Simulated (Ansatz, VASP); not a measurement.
**InO2: VASP beside Ansatz**

INCAR

```
ALGO     = Normal         # electronic algorithm
EDIFF    = 1E-6           # SCF threshold, eV
EDIFFG   = -0.01          # ionic threshold
ENCUT    = 600            # plane-wave cutoff, eV
GGA      = PE             # functional
IBRION   = 2              # ionic algorithm
ISIF     = 3              # what is computed and relaxed
ISMEAR   = 0              # smearing method
LASPH    = True           # aspherical terms in the spheres
LCHARG   = False          # write CHGCAR
LREAL    = False          # projectors in reciprocal space
LWAVE    = False          # write WAVECAR
NELM     = 100            # most SCF steps
NSW      = 100            # ionic steps
PREC     = Accurate       # precision mode
SIGMA    = 0.1            # smearing width, eV
```

File KPOINTS:

```
k-points
0
Gamma
  18 18 10
```

POSCAR

```
InO2
1.0
    3.3036917579      0.0000000000      0.0000000000
   -1.6518458789      2.8610809886      0.0000000000
    0.0000000000      0.0000000000      4.4045101337
In O
1 2
Direct
    0.0000000000      0.0000000000      0.0000000000
    0.3333333333      0.6666666667      0.7367356428
    0.3333333333      0.6666666667      0.2632643572
```

Input for Ansatz:

```yaml
crystal:
  lattice:
    - [3.3036917579, 0.0, 0.0]
    - [-1.6518458789, 2.8610809886, 0.0]
    - [0.0, 0.0, 4.4045101337]
  atoms:
    - { symbol: In, position: [0.0, 0.0, 0.0] }
    - { symbol: O, position: [0.3333333333, 0.6666666667, 0.7367356428] }
    - { symbol: O, position: [0.3333333333, 0.6666666667, 0.2632643572] }
basis:
  ecutwfc: 420
kpoints:
  mp_grid: { grid: [18, 18, 10] }
hamiltonian:
  xc: pbe
scf:
  occupations: { method: gaussian, width: 0.1 }
output:
  forces: true
  stress: true
  eigenvalues: true
  write_density: true
  write_potential: true
  elf: true
  volumetric_format: npy
relax:
  adjacent_minimum: "off"
  f_tol: 0.01
  max_steps: 80
  cell: { stress_tol: 0.05 }
```

Change from the starting cell: species swapped into the Te2Mo type (P-6m2, No. 187).

Alike in both runs: task relaxation of cell and atoms; functional PBE; k mesh 18 × 18 × 10; occupations gaussian, width 0.1 eV; no spin polarisation.

```csv
,VASP,Ansatz
version,VASP 6.6.1,Ansatz 0.2.0
potentials or method,"VASP PAW PBE potentials, release 64 (In_d, O), cutoff 600 eV","scalar-relativistic, plane waves, PAW"
valence electrons in the cell,25,25
```

```csv
,VASP,Ansatz,Ansatz less VASP
"gap on the k mesh at the Fermi level, each at its own relaxed structure (eV)",none,none,-
relaxed volume (Å³/atom),13.83,13.83,+0.002
relaxed cell length with the largest relative difference (Å),4.393,4.398,+0.0049
```

A gap of «none» marks a metal or a gap that the smearing closes.
